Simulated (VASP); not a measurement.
Runs of VASP 6.6.1 on MoS2. It takes space group P6_3/mmc (No. 194, hexagonal). Conventional cell: a = 3.161 Å, b = 3.161 Å, c = 12.295 Å, α = 90.00°, β = 90.00°, γ = 120.00°. Within 3.2 Å of Mo (site symmetry -6m2) lie 6 S at 2.37 Å and 6 Mo at 3.16 Å. S (site symmetry 3m) has 3 Mo at 2.37 Å and 7 S at 3.01 to 3.16 Å within 3.2 Å. 

```csv
spin,fixed moment (μB),gap on the mesh (eV),pressure (GPa),moment (μB),largest force (eV/Å)
collinear,3.6,-,15.5,3.60,1.44
off,-,0.95,3.6,-,1.04
"collinear, zero start",-,0.95,3.6,0.00,1.04
collinear,2.0,-,(a),2.00,1.15
```

Alike in all rows: task single point; level LDA+U; potentials or basis VASP PAW LDA potentials, release 64 (Mo_sv, S); Mo d U = 4.0 eV; cell as given; k mesh 7 × 7 × 2; cutoff (eV) 500; smearing gaussian 0.05 eV.

**Question.** Estimate the missing entries.

**Answer.** (a) 9.0.

Caveats: the cell stands under pressure; forces of over 1 eV/Å act on the atoms, so gaps and moduli don't describe the material at rest; the total moment is fixed, so each spin has its own Fermi level (at least some runs); an odd mesh through Γ misses points on the zone boundary, where band edges can lie (at least some runs).

A k mesh can miss the band edges, and the runs leave out spin-orbit coupling on Mo.
